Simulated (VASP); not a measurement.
HfO2, 6 atoms in the cell. Symmetry: I4_1/amd, No. 141, tetragonal system. The conventional cell has a = 3.984 Å, b = 3.984 Å, c = 10.529 Å, α = 90.00°, β = 90.00°, γ = 90.00°. Within 2.7 Å of Hf (site symmetry -4m2) lie 6 O at 2.05 to 2.13 Å. Within 2.7 Å of O (site symmetry 2mm) lie 3 Hf at 2.05 to 2.13 Å and 2 O at 2.57 Å. 

* Program: VASP 6.6.1
* Task: vibrations by perturbation theory
* Functional: PBEsol
* Potentials or basis: VASP PAW PBE potentials, release 64 (Hf_pv, O)
* Cutoff: 520 eV
* k mesh: 8 × 8 × 8
* Occupations: gaussian, width 0.01 eV
* Spin: no spin polarisation
* Dipole correction: no
* Further INCAR settings: ALGO = Normal; EDIFF = 1e-08; NBANDS = 31; IBRION = 8; NSW = 1

Potentials or basis: VASP PAW PBE potentials, release 64 (Hf_pv, O).

The run is started by

```console
$ cat potpaw_PBE.64/Hf_pv/POTCAR potpaw_PBE.64/O/POTCAR > POTCAR
$ mpirun -np 4 vasp_std > vasp.out
```

Hardware: 4 MPI ranks on Oxide Virtual Turin-like Processor (shared host).

How long does it take, and how much memory?

Wall time 65 min on 4 MPI ranks on Oxide Virtual Turin-like Processor, with other jobs on the host, peak memory 1.1 GiB a rank. Counts: scf iterations 206, k points 59.
